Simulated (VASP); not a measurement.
Set up this calculation in VASP 6.6.1, as the native input.

| Item | Value |
| --- | --- |
| Task | electric field gradients |
| Functional | LDA |
| Potentials or basis | VASP PAW LDA potentials, release 64 (Pb_d, F) |
| Cutoff | 520 eV |
| k mesh | 7 × 7 × 7 |
| Occupations | fermi-dirac, width 0.03 eV |
| Spin | no spin polarisation |
| Dipole correction | no |
| Further INCAR settings | ALGO = Normal; EDIFF = 1e-08; NBANDS = 21 |

The structure of PbF2 lies in POSCAR:

```
PbF2
1.0
    0.0000000000      3.0292470000      2.9698500000
    3.0292470000      0.0000000000      2.9698500000
    3.0292470000      3.0292470000      0.0000000000
Pb F
1 2
Direct
    0.0000000000      0.0000000000      0.0000000000
    0.2500000000      0.2500000000      0.2500000000
    0.7500000000      0.7500000000      0.7500000000
```

This cell differs from its parent crystal: equal xx and yy strain of +2 %.

These files were run (other wordings do the same):

INCAR

```
PREC     = Accurate       # precision mode
ENCUT    = 520            # plane-wave cutoff, eV
EDIFF    = 1E-8           # SCF threshold, eV
ISMEAR   = -1             # smearing method
SIGMA    = 0.03           # smearing width, eV
LREAL    = F              # projectors in reciprocal space
LASPH    = T              # aspherical terms in the spheres
NELM     = 80             # most SCF steps
ALGO     = Normal         # electronic algorithm
ISIF     = 2              # what is computed and relaxed
LWAVE    = F              # write WAVECAR
LCHARG   = F              # write CHGCAR
GGA      = CA             # functional
LEFG     = T            
NBANDS   = 21             # bands
```

KPOINTS

```
regular mesh
0
Gamma
  7 7 7
```

Potentials or basis: VASP PAW LDA potentials, release 64 (Pb_d, F).

The run is started by

```bash
$ cat potpaw_LDA.64/Pb_d/POTCAR potpaw_LDA.64/F/POTCAR > POTCAR
$ mpirun -np 1 vasp_std > vasp.out
```

Results of the run:

* Pressure: -7.2 GPa
* Band gap on the k mesh: 4.19 eV (least direct gap 4.46 eV)
* Largest electric field gradient by atom: Pb +7.1; F -4.1 V/Å²

Caveat: the cell differs from its parent crystal (equal xx and yy strain of +2 %); the cell stands under tension; without QUAD_EFG the Cq values of the log hold for a quadrupole moment of 1 mb, not for the nuclei; spin-orbit coupling is left out, which moves the levels of the heavy elements; an odd mesh through Γ misses points on the zone boundary, where band edges can lie.

Wall time 31 s on 1 thread of Intel(R) Xeon(R) Platinum 8259CL CPU @ 2.50GHz (Skylake/Cascade Lake), with other jobs on the host, peak memory 0.17 GiB.
